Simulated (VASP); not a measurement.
CdTe: single point with PBEsol

CdTe:

```
Cd Te
1.0
     3.19840    3.19840    0.00000
    -3.19840    3.19840    0.00000
     0.00000    3.19840    3.19840
Cd Te
1 1
Direct
  0.00000 0.00000 0.00000
  0.75000 0.25000 0.50000
```

```json
{"Program": "VASP 6.6.1", "Task": "single point", "Functional": "PBEsol", "Potentials or basis": "VASP PAW PBE potentials, release 64 (Cd, Te)", "Cutoff": "520 eV", "k mesh": "6 × 6 × 6", "Occupations": "gaussian, width 0.01 eV", "Spin": "non-collinear spin, zero start, spin-orbit coupling", "Starting moments": "[[0.0, 0.0, 0.0], [0.0, 0.0, 0.0]] μB", "Dipole correction": "no", "Further INCAR settings": "ALGO = Normal; EDIFF = 1e-07; NBANDS = 30"}
```

| Item | Value |
| --- | --- |
| Pressure | 2.2 GPa |
| Net moment | 0.00 μB per cell |
| Valence electrons inside the program's atomic spheres | Cd 10.35; Te 3.44 |

Moments on the atoms (μB; x, y, z):
```
Cd  0.00 0.00 0.00
Te  0.00 0.00 0.00
```

It took 59 s on 1 thread of Intel(R) Xeon(R) 6975P-C (Granite Rapids), on a shared host, peak memory 0.4 GiB.

Caveat: the PAW data sets were made with another functional, which shifts forces and pressure a little.
